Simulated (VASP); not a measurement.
## V: single point with PBE

Crystal: V.

```
CELL_PARAMETERS angstrom
1.87867 0.00000 0.00000
0.00000 1.87867 0.00000
0.00000 0.00000 1.87867
ATOMIC_POSITIONS crystal
V 0.00000 0.00000 0.00000
```

This cell differs from its parent crystal: volume scaled by 0.45.

```
Program             : VASP 6.6.1
Task                : single point
Functional          : PBE
Potentials or basis : VASP PAW PBE potentials, release 64 (V_sv)
Cutoff              : 520 eV
k mesh              : 15 × 15 × 15
Occupations         : fermi-dirac, width 0.08 eV
Spin                : no spin polarisation
```

The pressure is 553.5 GPa.

Levels at points of the mesh, in eV from the Fermi level:
```csv
k point,band 5,band 6,band 7,band 8,band 9,band 10
"(0.00, 0.00, 0.00)",-6.77,-6.77,-6.31,7.78,7.78,7.78
```

It took 3.6 s on 1 thread of Intel Xeon 6975P-C, with other jobs on the host, peak memory 0.11 GiB.
